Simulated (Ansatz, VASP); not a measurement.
## Al in VASP and in Ansatz

```
CELL_PARAMETERS angstrom
0.00000 2.02398 1.90254
2.02398 0.00000 1.90254
2.02398 2.02398 0.00000
ATOMIC_POSITIONS crystal
Al 0.00000 0.00000 0.00000
```

Change from the starting cell: strain -0.0600 x Voigt [0, 0, 1, 0, 0, 0], atoms carried along.

Alike in both runs: task single point; functional PBE; dispersion D3(BJ); k mesh 20 × 20 × 20; occupations gaussian, width 0.15 eV; no spin polarisation.

```csv
,VASP,Ansatz
version,VASP 6.6.1,Ansatz 0.2.0
potentials or method,"VASP PAW PBE potentials, release 64 (Al), cutoff 520 eV","scalar-relativistic, plane waves, PAW"
valence electrons in the cell,3,3
```

|  | VASP | Ansatz | Ansatz less VASP |
| --- | --- | --- | --- |
| gap on the k mesh at the Fermi level (eV) | none | none | - |
| pressure (GPa) | 1.4 | 1.5 | +0.03 |
| traceless stress, the component that is largest in VASP (GPa) | 2.83 | 2.83 | +0.003 |

A gap of «none» marks a metal or a gap that the smearing closes.
